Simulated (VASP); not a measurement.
# ScAl: single point with r2SCAN

The system is ScAl.

```
CELL_PARAMETERS angstrom
-3.36804 0.00000 0.00000
0.00000 0.00000 -4.34056
0.00000 -11.03743 0.00000
ATOMIC_POSITIONS crystal
Sc 0.00000 0.75000 0.83969
Sc 0.50000 0.75000 0.33969
Sc 0.00000 0.25000 0.16031
Sc 0.50000 0.25000 0.66031
Al 0.00000 0.75000 0.56982
Al 0.50000 0.75000 0.06982
Al 0.00000 0.25000 0.43018
Al 0.50000 0.25000 0.93018
```

- Program: VASP 6.6.1
- Task: single point
- Functional: r2SCAN
- Potentials or basis: VASP PAW PBE potentials, release 64 (Sc_sv, Al)
- Cutoff: 520 eV
- k mesh: 14 × 11 × 5
- Occupations: gaussian, width 0.15 eV
- Spin: no spin polarisation

* Pressure: 0.1 GPa
* Largest force: 0.011 eV/Å
* Band gap on the k mesh: zero (bands 28 and 29 overlap by 1.80 eV)

Forces in eV/Å, atoms in the order of the input:
```
Sc   0.000  0.003  0.000
Sc   0.000  0.003  0.000
Sc   0.000 -0.003  0.000
Sc   0.000 -0.003  0.000
Al   0.000  0.011  0.000
Al   0.000  0.011  0.000
Al   0.000 -0.011  0.000
Al   0.000 -0.011  0.000
```

Stress tensor (GPa, compression positive):
```
0.09 0.00 0.00
0.00 0.21 0.00
0.00 0.00 0.08
```

Levels at points of the mesh, in eV from the Fermi level:
```csv
k point,band 24,band 25,band 26,band 27,band 28,band 29,band 30,band 31,band 32,band 33
"(0.00, 0.00, 0.00)",-1.51,-1.09,-0.42,-0.32,0.74,1.14,1.17,1.87,1.88,1.96
"(0.50, 0.00, 0.00)",-1.52,-1.24,-1.24,-0.43,-0.43,-0.09,-0.09,0.88,0.88,0.91
```

It took 6.7 min on 4 MPI ranks on Intel(R) Xeon(R) 6975P-C (Granite Rapids), with other jobs on the host, peak memory 0.77 GiB a rank.

Caveat: the PAW data sets were made with another functional, which shifts forces and pressure a little.
